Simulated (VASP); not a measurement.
Set up this calculation in VASP 6.6.1, as the native input.

* Task: relaxation of cell and atoms
* Functional: PBEsol
* Potentials or basis: VASP PAW PBE potentials, release 64 (Zn, Se)
* Cutoff: 500 eV
* k mesh: 4 × 4 × 4
* Occupations: gaussian, width 0.02 eV
* Spin: no spin polarisation
* Target pressure: 2 GPa
* Dipole correction: no
* Further INCAR settings: ALGO = Normal; EDIFF = 1e-07; IBRION = 2; EDIFFG = -0.008; NSW = 70; ISIF = 3

The structure of ZnSe2 lies in POSCAR:

```
ZnSe2
1.0
    6.1991532596      0.0000000000      0.0000000000
    0.0000000000      6.1991532596      0.0000000000
    0.0000000000      0.0000000000      6.1991532596
Zn Se
4 8
Direct
    0.5000000000      0.5000000000      0.0000000000
    0.5000000000      0.0000000000      0.5000000000
    0.0000000000      0.5000000000      0.5000000000
    0.0000000000      0.0000000000      0.0000000000
    0.1099629536      0.8900370464      0.3900370464
    0.8900370464      0.3900370464      0.1099629536
    0.3900370464      0.1099629536      0.8900370464
    0.6099629536      0.6099629536      0.6099629536
    0.8900370464      0.1099629536      0.6099629536
    0.1099629536      0.6099629536      0.8900370464
    0.6099629536      0.8900370464      0.1099629536
    0.3900370464      0.3900370464      0.3900370464
```

The input as run:

INCAR

```
ALGO = Normal
EDIFF = 1E-7
EDIFFG = -0.008
ENCUT = 500
GGA = PS
GGA_COMPAT = F
IBRION = 2
ISIF = 3
ISMEAR = 0
LASPH = T
LCHARG = F
LREAL = F
LWAVE = F
NELM = 120
NELMIN = 4
NSW = 70
PREC = Accurate
PSTRESS = 20.0
SIGMA = 0.02
```

KPOINTS

```
k-points
0
Gamma
  4 4 4
```

Potentials or basis: VASP PAW PBE potentials, release 64 (Zn, Se).

Launch:

```sh
$ cat potpaw_PBE.64/Zn/POTCAR potpaw_PBE.64/Se/POTCAR > POTCAR
$ mpirun -np 1 vasp_std > vasp.out
```

Results of the run:

The relaxed volume is 19.76 Å³/atom. The relaxed cell is a = 6.189 Å, b = 6.189 Å, c = 6.189 Å, α = 90.00°, β = 90.00°, γ = 90.00°, the space group after relaxing (to 0.1 Å) is Pa-3 (No. 205) and the energy change on relaxing (the run minimises the enthalpy) is +0.8 meV/atom. The ionic steps are 3. The pressure after relaxing is 2.0 GPa and the largest force after relaxing is 0.005 eV/Å. The band gap on the k mesh is 0.70 eV (least direct gap 0.73 eV).

Caveat: the cell is relaxed towards a set pressure, so the run minimises the enthalpy, not the energy; the PAW data sets were made with another functional, which shifts forces and pressure a little.

Run time: 5.2 min on 1 thread of AMD EPYC 9R45 96-Core Processor (Zen 5), on a shared host, peak memory 0.35 GiB.
